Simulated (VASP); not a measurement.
# C (Fmmm) in VASP: notebook

C is run at these levels: PBE; tasks: single point.

Everything below comes from runs of VASP 6.6.1. Logs are shortened: lines on timing, memory, paths and dates and some standing lists are left out, and cuts for length are marked.

### Step 1. The cell of the first run

It takes space group Fmmm (No. 69, orthorhombic). Conventional cell: a = 2.456 Å, b = 4.254 Å, c = 6.696 Å, α = 90.00°, β = 90.00°, γ = 90.00°. Within 1.9 Å of C (site symmetry m2m) lie 3 C at 1.42 Å.

### Step 2. Single point, PBE

Input file INCAR:

```
SYSTEM = C
  PREC = Accurate
  ENCUT = 520
  EDIFF = 1E-6
  ISMEAR = 0
  SIGMA = 0.02
  LREAL = .FALSE.
  LASPH = .TRUE.
  NELM = 60
  ALGO = Normal
  ISIF = 2
  LWAVE = .FALSE.
  LCHARG = .TRUE.
  GGA = PE
  LELF = .TRUE.
  LVHAR = .TRUE.
  NBANDS = 11
```

Input file KPOINTS:

```
Automatic mesh
0
G
  14 14 14
  0 0 0
```

Input file POSCAR:

```
C
1.0
    0.0000000000      2.1270000000      3.3480000000
    1.2280000000      0.0000000000      3.3480000000
    1.2280000000      2.1270000000      0.0000000000
C
2
Direct
    0.1666700000      0.8333300000      0.1666700000
    0.8333300000      0.1666700000      0.8333300000
```

Potentials or basis: VASP PAW PBE potentials, release 64 (C).

On the command line:

```sh
> cat potpaw_PBE.64/C/POTCAR > POTCAR
> mpirun -np 1 vasp_std > vasp.out
```

OUTCAR:

```text
SYSTEM = C
   PREC = Accurate
   ENCUT = 520
   EDIFF = 1E-6
   ISMEAR = 0
   LREAL = .FALSE.
   LASPH = .TRUE.
   NELM = 60
   ISIF = 2
   GGA = PE

 ion  position               nearest neighbor table
   1  0.167  0.833  0.167-   2 1.42   2 1.42   2 1.42
   2  0.833  0.167  0.833-   1 1.42   1 1.42   1 1.42

  LATTYP: Found a face centered orthorhombic cell.
 ALAT       =     2.4560000000
 B/A-ratio  =     1.7320846906
 C/A-ratio  =     2.7263843648

  Lattice vectors:

 A1 = (   0.0000000000,   2.1270000000,   3.3480000000)
 A2 = (   1.2280000000,   0.0000000000,   3.3480000000)
 A3 = (   1.2280000000,   2.1270000000,   0.0000000000)

Analysis of symmetry for initial positions (statically):
=====================================================================
 Subroutine PRICEL returns:
 Original cell was already a primitive cell.

 Routine SETGRP: Setting up the symmetry group for a
 face centered orthorhombic supercell.

 Subroutine GETGRP returns: Found  8 space group operations
 (whereof  8 operations were pure point group operations)
 out of a pool of  8 trial point group operations.

The static configuration has the point symmetry D_2h.

Analysis of symmetry for dynamics (positions and initial velocities):
=====================================================================
 Subroutine PRICEL returns:
 Original cell was already a primitive cell.

 Routine SETGRP: Setting up the symmetry group for a
 face centered orthorhombic supercell.

 Subroutine GETGRP returns: Found  8 space group operations
 (whereof  8 operations were pure point group operations)
 out of a pool of  8 trial point group operations.

The dynamic configuration has the point symmetry D_2h.

 Subroutine INISYM returns: Found  8 space group operations
 (whereof  8 operations are pure point group operations),
 and found     1 'primitive' translations

----------------------------------------------------------------------------------------

                                     Primitive cell

  volume of cell :      17.4897

  direct lattice vectors                    reciprocal lattice vectors
     0.000000000  2.127000000  3.348000000    -0.407166124  0.235072873  0.149342891
     1.228000000  0.000000000  3.348000000     0.407166124 -0.235072873  0.149342891
     1.228000000  2.127000000  0.000000000     0.407166124  0.235072873 -0.149342891

  length of vectors
     3.966513961  3.566102635  2.456036034     0.493301943  0.493301943  0.493301943

  position of ions in fractional coordinates (direct lattice)
     0.166670000  0.833330000  0.166670000
     0.833330000  0.166670000  0.833330000

  ion indices of the primitive-cell ions
   primitive index   ion index
                 1           1
                 2           2

----------------------------------------------------------------------------------------

 KPOINTS: Automatic mesh

Automatic generation of k-mesh.
 Grid dimensions read from file:
 generate k-points for:   14   14   14

 Generating k-lattice:

  Cartesian coordinates                     Fractional coordinates (reciprocal lattice)
    -0.029083295  0.016790919  0.010667349     0.071428571  0.000000000  0.000000000
     0.029083295 -0.016790919  0.010667349     0.000000000  0.071428571  0.000000000
     0.029083295  0.016790919 -0.010667349     0.000000000  0.000000000  0.071428571

  Length of vectors
     0.035235853  0.035235853  0.035235853

  Shift w.r.t. Gamma in fractional coordinates (k-lattice)
     0.000000000  0.000000000  0.000000000

 Subroutine IBZKPT returns following result:
 ===========================================

 Found    428 irreducible k-points:

 Following reciprocal coordinates:
            Coordinates               Weight
  0.000000  0.000000  0.000000      1.000000
  0.071429  0.000000  0.000000      8.000000
  0.142857  0.000000  0.000000      8.000000
  0.214286  0.000000  0.000000      8.000000
  0.285714  0.000000  0.000000      8.000000
  0.357143  0.000000 -0.000000      8.000000
[... 16 lines left out ...]
  0.214286  0.142857  0.000000      8.000000
  0.285714  0.142857  0.000000      8.000000
 [... further k-points ...]
   k-points           NKPTS =    428   k-points in BZ     NKDIM =    428   number of bands    NBANDS=     11
   number of dos      NEDOS =    301   number of ions     NIONS =      2
   total plane-waves  NPLWV =  15120
   dimension x,y,z NGX =    30 NGY =   28 NGZ =   18
   dimension x,y,z NGXF=    60 NGYF=   56 NGZF=   36
   ions per type =               2
   NGX,Y,Z   is equivalent  to a cutoff of  12.57, 13.05, 12.18 a.u.
   NGXF,Y,Z  is equivalent  to a cutoff of  25.15, 26.11, 24.37 a.u.
 SYSTEM =  C
   PREC   = accura    normal or accurate (medium, high low for compatibility)
   ISTART =      0    job   : 0-new  1-cont  2-samecut
   ICHARG =      2    charge: 1-file 2-atom 10-const
   ISPIN  =      1    spin polarized calculation?
   LNONCOLLINEAR =      F non collinear calculations
   LSORBIT =      F    spin-orbit coupling
   LASPH  =      T    aspherical Exc in radial PAW
   ENCUT  =  520.0 eV  38.22 Ry    6.18 a.u.   7.38  6.63  4.57*2*pi/ulx,y,z
   NELM   =     60;   NELMIN=  2; NELMDL= -5     # of ELM steps
   EDIFF  = 0.1E-05   stopping-criterion for ELM
   LREAL  =      F    real-space projection
[... 7 lines left out ...]
   TEBEG  =    0.0;   TEEND  =   0.0 temperature during run
   PSTRESS=    0.0 pullay stress
   NELECT =       8.0000    total number of electrons
   NUPDOWN=      -1.0000    fix difference up-down
   EMIN   =  10.00;   EMAX   =-10.00  energy-range for DOS
   EFERMI =   0.00;   METHOD = LEGACY
   ISMEAR =     0;   SIGMA  =   0.02  broadening in eV -4-tet -1-fermi 0-gaus
   EFERMI_NEDOS =   21; number of points for ismear=-14 and -15
   IALGO  =     38    algorithm
   IMIX   =      4    mixing-type and parameters
     AMIX     =   0.40;   BMIX     =  1.00
     AMIX_MAG =   1.60;   BMIX_MAG =  1.00
  volume/ion in A,a.u.               =       8.74        59.01
  Fermi-wavevector in a.u.,A,eV,Ry     =   1.261376  2.383654 21.647797  1.591068
  Thomas-Fermi vector in A             =   2.394838
   LORBIT       =      0    0 simple, 1 ext, 2 COOP (PROOUT), +10 PAW based schemes
   GGA     = PE    functional components
   LHFCALC =     F    Hartree Fock is set to
   AEXX    =    0.0000 exact exchange contribution
   IVDW    =     0    specifies the selected vdW correction
   LEPSILON=     F    determine dielectric tensor
   LRPA    =     F    only Hartree local field effects (RPA)
 non-spin polarized calculation
 Gauss-broadening in eV      SIGMA  =   0.02
  energy-cutoff  :      520.00
  volume of cell :       17.49
 maximum number of plane-waves:       499
 NGX is ok and might be reduce to    30
   NGX = 15   NGY = 13   NGZ =  9

 number of electron       8.0000000 magnetization

 Free energy of the ion-electron system (eV)
  ---------------------------------------------------
  ext. energy  EPLUGINS =         0.00000000
  ---------------------------------------------------
  free energy    TOTEN  =       -18.41596521 eV

  energy without entropy =      -18.41596521  energy(sigma->0) =      -18.41596521

 E-fermi :   5.1119     XC(G=0): -10.3581

 val. band max:        4.8785887612   @ k =   0.5000  -0.1429   0.3571
 cond. band min:       5.2338053356   @ k =  -0.1429   0.2143   0.2857
 fundamental gap:      0.3552165744
 Fermi energy:         5.1118780664

 k-point     1 :       0.0000    0.0000    0.0000
  band No.  band energies     occupation
      1     -14.9768      2.00000
      2      -1.8479      2.00000
      3       1.7553      2.00000
      4       1.7815      2.00000
      5       9.0246      0.00000
      6      13.1659      0.00000
      7      13.2373      0.00000
      8      16.2897      0.00000
      9      17.6337      0.00000
     10      27.5435      0.00000
     11      30.5383      0.00000

 k-point     2 :       0.0714    0.0000    0.0000
  band No.  band energies     occupation
      1     -14.8505      2.00000
      2      -1.7392      2.00000
      3       1.2917      2.00000
      4       1.5059      2.00000
      5       9.2358      0.00000
      6      13.2759      0.00000
      7      13.7087      0.00000
      8      15.8376      0.00000
      9      17.8622      0.00000
     10      27.9449      0.00000
     11      29.2861      0.00000

 k-point     3 :       0.1429    0.0000    0.0000
  band No.  band energies     occupation
      1     -14.4735      2.00000
      2      -1.4115      2.00000
      3       0.0255      2.00000
      4       0.8696      2.00000
      5       9.8627      0.00000
      6      13.2903      0.00000
      7      14.5994      0.00000
      8      15.1298      0.00000
      9      18.6027      0.00000
     10      26.8784      0.00000
     11      29.0112      0.00000

 k-point     4 :       0.2143    0.0000    0.0000
  band No.  band energies     occupation
      1     -13.8499      2.00000
      2      -1.6839      2.00000
      3      -0.8626      2.00000
      4       0.1010      2.00000
      5      10.8720      0.00000
      6      12.8529      0.00000
      7      13.1260      0.00000
      8      17.1647      0.00000
      9      19.7868      0.00000
     10      24.7828      0.00000
     11      29.0369      0.00000
[... 239 lines left out ...]
 k-point    22 :       0.1429    0.1429    0.0000
  band No.  band energies     occupation
      1     -14.9224      2.00000
      2      -2.2896      2.00000
      3       1.7576      2.00000
      4       1.7746      2.00000
      5       9.9900      0.00000
      6      13.1724      0.00000
      7      13.2177      0.00000
      8      16.3189      0.00000
      9      17.6067      0.00000
     10      27.4589      0.00000
     11      29.5666      0.00000

 k-point    23 :       0.2143    0.1429    0.0000
  band No.  band energies     occupation
      1     -14.7726      2.00000
      2      -2.3528      2.00000
      3       1.2827      2.00000
      4       1.5054      2.00000
      5      10.6250      0.00000
      6      13.2631      0.00000
      7      13.7056      0.00000
      8      15.8946      0.00000
      9      17.8154      0.00000
     10      27.7657      0.00000
     11      28.6542      0.00000

 k-point    24 :       0.2857    0.1429    0.0000
  band No.  band energies     occupation
      1     -14.3771      2.00000
      2      -2.1418      2.00000
      3       0.0057      2.00000
      4       0.8695      2.00000
      5      11.5882      0.00000
      6      13.2896      0.00000
      7      14.7158      0.00000
      8      15.1395      0.00000
      9      18.5081      0.00000
     10      26.8834      0.00000
     11      28.8137      0.00000

 [... further k-points ...]

------------------------ aborting loop because EDIFF is reached ----------------------------------------

  FORCE on cell =-STRESS in cart. coord.  units (eV):
  Direction    XX          YY          ZZ          XY          YZ          ZX
  --------------------------------------------------------------------------------------
  -------------------------------------------------------------------------------------
  Total        0.6110108      0.6122070      0.4282274      0.0000000      0.0000000      0.0000000
  in kB       55.9729465     56.0825297     39.2286859      0.0000000      0.0000000      0.0000000
  external PRESSURE =      50.4280540 kB  Pullay stress =       0.0000000 kB

 VOLUME and BASIS-vectors are now :
 -----------------------------------------------------------------------------
  energy-cutoff  :      520.00
  volume of cell :       17.49
      direct lattice vectors                 reciprocal lattice vectors
     0.000000000  2.127000000  3.348000000    -0.407166124  0.235072873  0.149342891
     1.228000000  0.000000000  3.348000000     0.407166124 -0.235072873  0.149342891
     1.228000000  2.127000000  0.000000000     0.407166124  0.235072873 -0.149342891

 POSITION                                       TOTAL-FORCE (eV/Angst)
 -----------------------------------------------------------------------------------
      1.22800      0.70901      3.34800         0.000000      0.031229      0.000000
      1.22800      3.54499      3.34800         0.000000     -0.031229      0.000000
 -----------------------------------------------------------------------------------
    total drift:                               -0.000000     -0.000000     -0.000000

  FREE ENERGIE OF THE ION-ELECTRON SYSTEM (eV)
  ---------------------------------------------------
  free  energy   TOTEN  =       -18.4159652119 eV

  energy  without entropy=      -18.4159652119  energy(sigma->0) =      -18.41596521
```

Wall time 34 s (1 thread of Intel Xeon 6975P-C (Granite Rapids), shared host); peak memory 0.18 GiB.

Results:

- Free energy: -18.4160 eV
- Pressure: 5.0 GPa
- Largest force: 0.031 eV/Å

Forces on the atoms (eV/Å):
```
C    0.000  0.031  0.000
C    0.000 -0.031  0.000
```

Stress tensor (GPa, compression positive):
```
5.60 0.00 0.00
0.00 5.61 0.00
0.00 0.00 3.92
```

Caveat: the cell stands under pressure; this functional lacks dispersion, which binds layers or chains, so the pressure and a relaxed spacing across them are unreliable.

### Step 3. Single point, PBE

Input file INCAR:

```
PREC = Accurate
ENCUT = 520
EDIFF = 1E-6
ISMEAR = 0
SIGMA = 0.03
LREAL = False
LASPH = True
NELM = 100
ALGO = Normal
ISIF = 2
LWAVE = False
LCHARG = True
GGA = PE
LELF = True
LVHAR = True
NBANDS = 11
```

Input file KPOINTS:

```
Automatic mesh
0
Gamma
  14 14 14
```

POSCAR is that of step 2.

Potentials or basis: VASP PAW PBE potentials, release 64 (C).

On the command line:

```sh
> cat potpaw_PBE.64/C/POTCAR > POTCAR
> mpirun -np 1 vasp_std > vasp.out
```

It took 34 s on 1 thread of Intel Xeon 6975P-C (Granite Rapids), shared host; peak memory 0.18 GiB.

Results (log left out):

- Free energy: -18.4160 eV
- Pressure: 5.0 GPa
- Largest force: 0.031 eV/Å

Forces in eV/Å, atoms in the order of the input:
```
C    0.000  0.031  0.000
C    0.000 -0.031  0.000
```

Stress tensor (GPa, compression positive):
```
5.60 0.00 0.00
0.00 5.61 0.00
0.00 0.00 3.92
```

Caveat: the cell stands under pressure; this functional lacks dispersion, which binds layers or chains, so the pressure and a relaxed spacing across them are unreliable.

### Step 4. Single point, PBE

Input file INCAR:

```
PREC = Accurate
ENCUT = 520
EDIFF = 1E-7
ISMEAR = 0
SIGMA = 0.05
LREAL = F
LASPH = T
NELM = 60
ALGO = Normal
ISIF = 2
LWAVE = F
LCHARG = F
GGA = PE
NBANDS = 11
```

Input file KPOINTS:

```
regular mesh
0
Gamma
  14 14 14
```

POSCAR is that of step 3.

On the command line:

```sh
> cat potpaw_PBE.64/C/POTCAR > POTCAR
> mpirun -np 1 vasp_std > vasp.out
```

Run time: 38 s. Hardware: 1 thread of Intel Xeon 6975P-C (Granite Rapids), shared host; peak memory 0.18 GiB.

It converged, with:

* Free energy: -18.4160 eV
* Pressure: 5.1 GPa
* Largest force: 0.031 eV/Å

Forces on the atoms (eV/Å):
```
C    0.000  0.031  0.000
C    0.000 -0.031  0.000
```

Stress tensor (GPa, compression positive):
```
5.61 0.00 0.00
0.00 5.62 0.00
0.00 0.00 3.95
```

Caveat: the cell stands under pressure; this functional lacks dispersion, which binds layers or chains, so the pressure and a relaxed spacing across them are unreliable.

(Continued in part 2 of 3.)
